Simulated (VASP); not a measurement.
Set up this calculation in VASP 6.6.1, as the native input.

- Task: single point
- Functional: PBE
- Potentials or basis: VASP PAW PBE potentials, release 64 (Y_sv)
- Cutoff: 520 eV
- k mesh: 6 × 6 × 6
- Occupations: gaussian, width 0.05 eV
- Spin: no spin polarisation
- Dipole correction: no
- Further INCAR settings: ALGO = Normal; EDIFF = 1e-06; NBANDS = 12

The structure of Y lies in POSCAR:

```
Y
1.0
    0.0000000000      2.5269672658      2.5269672658
    2.5269672658      0.0000000000      2.5269672658
    2.5269672658      2.5269672658      0.0000000000
Y
1
Direct
    0.0000000000      0.0000000000      0.0000000000
```

One way to write it, as run:

INCAR

```
SYSTEM = Y
PREC = Accurate
ENCUT = 520
EDIFF = 1E-6
ISMEAR = 0
SIGMA = 0.05
LREAL = .False.
LASPH = .True.
NELM = 80
ALGO = Normal
ISIF = 2
LWAVE = .False.
LCHARG = .False.
GGA = PE
NBANDS = 12
```

KPOINTS

```
Automatic mesh
0
Gamma
  6 6 6
  0 0 0
```

Potentials or basis: VASP PAW PBE potentials, release 64 (Y_sv).

Launch:

```console
$ cat potpaw_PBE.64/Y_sv/POTCAR > POTCAR
$ mpirun -np 1 vasp_std > vasp.out
```

Results of the run:

```
Pressure : -0.1 GPa
```

Wall time 15 s on 1 thread of Intel Xeon 8259CL (shared host), peak memory 0.17 GiB.
